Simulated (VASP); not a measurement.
# C2OH6 in VASP: single point with PBE+D3(BJ)

Aim: the single point of C2OH6 with PBE+D3(BJ).

Program: VASP 6.6.1. These are calculated values, not measurements. Logs are shortened: lines on timing, memory, paths and dates and some standing lists are left out, and cuts for length are marked.

## 1. The cell of the first run

The cell holds a molecule in a box, 9 atoms: a = 15.064 Å, b = 14.500 Å, c = 15.000 Å, α = 90.00°, β = 90.00°, γ = 90.00°.

## 2. Single point, PBE+D3(BJ)

The input, INCAR:

```
SYSTEM = H6C2O
PREC     = Accurate       ! precision mode
ENCUT    = 910            ! plane-wave cutoff, eV
EDIFF    = 1E-6           ! SCF threshold, eV
ISMEAR   = 0              ! smearing method
SIGMA    = 0.005          ! smearing width, eV
LREAL    = .FALSE.        ! projectors in reciprocal space
LASPH    = .TRUE.         ! aspherical terms in the spheres
NELM     = 120            ! most SCF steps
ALGO     = Normal         ! electronic algorithm
ISIF     = 2              ! what is computed and relaxed
LWAVE    = .FALSE.        ! write WAVECAR
LCHARG   = .FALSE.        ! write CHGCAR
GGA      = PE             ! functional
IVDW     = 12             ! dispersion correction
NBANDS   = 20             ! bands
ISYM     = 0            
GGA_COMPAT= .FALSE.      
NELMDL   = -8
```

The input, KPOINTS:

```
regular mesh
0
G
  1 1 1
  0 0 0
```

The input, POSCAR:

```
H6C2O
1.0
   15.0644904083      0.0000000000      0.0000000000
    0.0000000000     14.5000000000      0.0000000000
    0.0000000000      0.0000000000     15.0000000000
C O H
2 1 6
Direct
    0.5797643079      0.5163735307      0.4920677531
    0.4246712578      0.5107177099      0.4983587218
    0.4996005271      0.5309366652      0.4449336264
    0.5864321183      0.4437676130      0.5137023223
    0.5839532461      0.5609830516      0.5517416452
    0.6344822224      0.5333578706      0.4467800718
    0.4248261428      0.4379497345      0.5205344232
    0.3654835398      0.5232033531      0.4576001352
    0.4220952594      0.5552907593      0.5581656564
```

Potentials or basis: VASP PAW PBE potentials, release 64 (C_h, O_h, H_h).

Run with:

```sh
$ cat potpaw_PBE.64/C_h/POTCAR potpaw_PBE.64/O_h/POTCAR potpaw_PBE.64/H_h/POTCAR > POTCAR
$ mpirun -np 1 vasp_gam > vasp.out
```

OUTCAR:

```text
SYSTEM = H6C2O
   PREC = Accurate
   ENCUT = 910
   EDIFF = 1E-6
   ISMEAR = 0
   LREAL = .FALSE.
   LASPH = .TRUE.
   NELM = 120
   ISIF = 2
   GGA = PE
   IVDW = 12
   ISYM = 0
   NELMDL = -8
 IVDW          = 12

 ion  position               nearest neighbor table
   1  0.580  0.516  0.492-   6 1.10   5 1.11   4 1.11   3 1.42
   2  0.425  0.511  0.498-   8 1.10   7 1.11   9 1.11   3 1.42
   3  0.500  0.531  0.445-   2 1.42   1 1.42
   4  0.586  0.444  0.514-   1 1.11
   5  0.584  0.561  0.552-   1 1.11
   6  0.634  0.533  0.447-   1 1.10
   7  0.425  0.438  0.521-   2 1.11
   8  0.365  0.523  0.458-   2 1.10
   9  0.422  0.555  0.558-   2 1.11

IMPORTANT INFORMATION: All symmetrisations will be switched off!
NOSYMM: (Re-)initialisation of all symmetry stuff for point group C_1.

----------------------------------------------------------------------------------------

                                     Primitive cell

  volume of cell :    3276.5267

  direct lattice vectors                    reciprocal lattice vectors
    15.064490408  0.000000000  0.000000000     0.066381270  0.000000000  0.000000000
     0.000000000 14.500000000  0.000000000     0.000000000  0.068965517  0.000000000
     0.000000000  0.000000000 15.000000000     0.000000000  0.000000000  0.066666667

  length of vectors
    15.064490408 14.500000000 15.000000000     0.066381270  0.068965517  0.066666667

  position of ions in fractional coordinates (direct lattice)
     0.579764308  0.516373531  0.492067753
     0.424671258  0.510717710  0.498358722
     0.499600527  0.530936665  0.444933626
     0.586432118  0.443767613  0.513702322
     0.583953246  0.560983052  0.551741645
     0.634482222  0.533357871  0.446780072
     0.424826143  0.437949735  0.520534423
     0.365483540  0.523203353  0.457600135
     0.422095259  0.555290759  0.558165656

  ion indices of the primitive-cell ions
   primitive index   ion index
                 1           1
                 2           2
                 3           3
                 4           4
                 5           5
                 6           6
                 7           7
                 8           8
                 9           9

----------------------------------------------------------------------------------------

 KPOINTS: regular mesh

Automatic generation of k-mesh.
[... 47 lines left out ...]
   NFREE  =      0    steps in history (QN), initial steepest desc. (CG)
   ISIF   =      2    stress and relaxation
   ISYM   =      0    0-nonsym 1-usesym 2-fastsym
   POTIM  = 0.5000    time-step for ionic-motion
   TEBEG  =    0.0;   TEEND  =   0.0 temperature during run
   PSTRESS=    0.0 pullay stress
   NELECT =      20.0000    total number of electrons
   NUPDOWN=      -1.0000    fix difference up-down
   EMIN   =  10.00;   EMAX   =-10.00  energy-range for DOS
   EFERMI =   0.00;   METHOD = LEGACY
   ISMEAR =     0;   SIGMA  =   0.01  broadening in eV -4-tet -1-fermi 0-gaus
   EFERMI_NEDOS =   21; number of points for ismear=-14 and -15
   IALGO  =     38    algorithm
   IMIX   =      4    mixing-type and parameters
     AMIX     =   0.40;   BMIX     =  1.00
     AMIX_MAG =   1.60;   BMIX_MAG =  1.00
  volume/ion in A,a.u.               =     364.06      2456.79
  Fermi-wavevector in a.u.,A,eV,Ry     =   0.299190  0.565387  1.217920  0.089515
  Thomas-Fermi vector in A             =   1.166346
   LORBIT       =      0    0 simple, 1 ext, 2 COOP (PROOUT), +10 PAW based schemes
   GGA     = PE    functional components
   LHFCALC =     F    Hartree Fock is set to
   AEXX    =    0.0000 exact exchange contribution
   IVDW    =    12    specifies the selected vdW correction
   LEPSILON=     F    determine dielectric tensor
   LRPA    =     F    only Hartree local field effects (RPA)
 non-spin polarized calculation
 Gauss-broadening in eV      SIGMA  =   0.01
  energy-cutoff  :      910.00
  volume of cell :     3276.53
 maximum number of plane-waves:    102089
 NGX is ok and might be reduce to   150
   NGX = 75   NGY = 71   NGZ = 73

 number of electron      20.0000001 magnetization

 Free energy of the ion-electron system (eV)
  ---------------------------------------------------
  ext. energy  EPLUGINS =         0.00000000
  ---------------------------------------------------
  free energy    TOTEN  =       -46.48014540 eV

  energy without entropy =      -46.48014540  energy(sigma->0) =      -46.48014540

 E-fermi :  -5.7519     XC(G=0):  -0.3791

 val. band max:       -5.8016227428   @ k =   0.0000   0.0000   0.0000
 cond. band min:      -0.4698151387   @ k =   0.0000   0.0000   0.0000
 fundamental gap:      5.3318076041
 Fermi energy:        -5.7518961391

 k-point     1 :       0.0000    0.0000    0.0000
  band No.  band energies     occupation
      1     -25.7606      2.00000
      2     -17.7175      2.00000
      3     -15.5573      2.00000
      4     -11.6560      2.00000
      5     -11.3961      2.00000
      6     -11.3053      2.00000
[... 12 lines left out ...]
     19       0.9953      0.00000
     20       1.0398      0.00000

------------------------ aborting loop because EDIFF is reached ----------------------------------------

 Edisp (eV)   -0.11252

 E8    (eV) :    -0.0300

  FORCE on cell =-STRESS in cart. coord.  units (eV):
  Direction    XX          YY          ZZ          XY          YZ          ZX
  --------------------------------------------------------------------------------------
  -------------------------------------------------------------------------------------
  Total      -0.08322    -0.14952    -0.13850     0.00402    -0.00263    -0.00191
  in kB      -0.04069    -0.07311    -0.06772     0.00197    -0.00128    -0.00093
  external pressure =       -0.06 kB  Pullay stress =        0.00 kB

 VOLUME and BASIS-vectors are now :
 -----------------------------------------------------------------------------
  energy-cutoff  :      910.00
  volume of cell :     3276.53
      direct lattice vectors                 reciprocal lattice vectors
    15.064490408  0.000000000  0.000000000     0.066381270  0.000000000  0.000000000
     0.000000000 14.500000000  0.000000000     0.000000000  0.068965517  0.000000000
     0.000000000  0.000000000 15.000000000     0.000000000  0.000000000  0.066666667

 POSITION                                       TOTAL-FORCE (eV/Angst)
 -----------------------------------------------------------------------------------
      8.73385      7.48742      7.38102         0.011870      0.002495     -0.000484
      6.39746      7.40541      7.47538        -0.017229     -0.003228      0.008550
      7.52623      7.69858      6.67400         0.001532      0.003676     -0.019626
      8.83430      6.43463      7.70553         0.002760     -0.007103      0.002393
      8.79696      8.13425      8.27612         0.004559      0.004721      0.009017
      9.55815      7.73369      6.70170         0.007340      0.000437     -0.002506
      6.39979      6.35027      7.80802        -0.001603     -0.006035      0.000718
      5.50582      7.58645      6.86400        -0.007311      0.001934     -0.002369
      6.35865      8.05172      8.37248        -0.001918      0.003103      0.004306
 -----------------------------------------------------------------------------------
    total drift:                               -0.000233      0.001021     -0.000322

  FREE ENERGIE OF THE ION-ELECTRON SYSTEM (eV)
  ---------------------------------------------------
  free  energy   TOTEN  =       -46.5926684375 eV

  energy  without entropy=      -46.5926684375  energy(sigma->0) =      -46.59266844
```

OSZICAR:

```text
N       E                     dE             d eps       ncg     rms          rms(c)
DAV:   1     0.263377632575E+03    0.26338E+03   -0.49186E+03    40   0.817E+02
DAV:   2     0.951209186629E+02   -0.16826E+03   -0.15491E+03    72   0.893E+01
DAV:   3    -0.327002690412E+02   -0.12782E+03   -0.12679E+03    68   0.114E+02
[... 22 lines left out ...]
DAV:  26    -0.464801395460E+02   -0.61275E-05   -0.15469E-06    48   0.601E-03    0.224E-03
DAV:  27    -0.464801427968E+02   -0.32508E-05   -0.22433E-07    40   0.296E-03    0.137E-03
DAV:  28    -0.464801438553E+02   -0.10585E-05   -0.21663E-07    48   0.282E-03    0.226E-04
DAV:  29    -0.464801450039E+02   -0.11486E-05   -0.27906E-08    48   0.152E-03    0.571E-05
DAV:  30    -0.464801453997E+02   -0.39577E-06    0.83935E-10    40   0.104E-03
   1 F= -.46592668E+02 E0= -.46592668E+02  d E =-.312310E-45
```

stdout:

```text
POSCAR found type information on POSCAR C O H
 POSCAR found :  3 types and       9 ions
 scaLAPACK will be used
 LDA part: xc-table for (Slater+PW92), standard interpolation
 POSCAR, INCAR and KPOINTS ok, starting setup
 FFT: planning ... GRIDC
 FFT: planning ... GRID_SOFT
 FFT: planning ... GRID
 WAVECAR not read
 entering main loop
```

Run time: 17 min. Hardware: 1 thread of AMD EPYC 7R43 (Zen 3), shared host; peak memory 4.4 GiB.

Results:

```
Free energy                     : -46.5927 eV
Largest force                   : 0.020 eV/Å
Gap between the frontier levels : 5.33 eV
Dispersion energy per atom      : -0.013 eV
```

Forces on the atoms (eV/Å):
```
C    0.012  0.002  0.000
C   -0.017 -0.003  0.009
O    0.002  0.004 -0.020
H    0.003 -0.007  0.002
H    0.005  0.005  0.009
H    0.007  0.000 -0.003
H   -0.002 -0.006  0.001
H   -0.007  0.002 -0.002
H   -0.002  0.003  0.004
```

Levels at points of the mesh, in eV from the valence-band top:
```
           k point  band 6  band 7  band 8  band 9  band 10  band 11  band 12  band 13  band 14  band 15
(0.00, 0.00, 0.00)   -5.50   -3.62   -3.17   -1.75     0.00     5.33     5.97     6.08     6.10     6.19
```

Caveat: the cutoff is under 1.25 times the usual one of these potentials, so pressure, stress and relaxed cells hold a basis-set (Pulay) error.
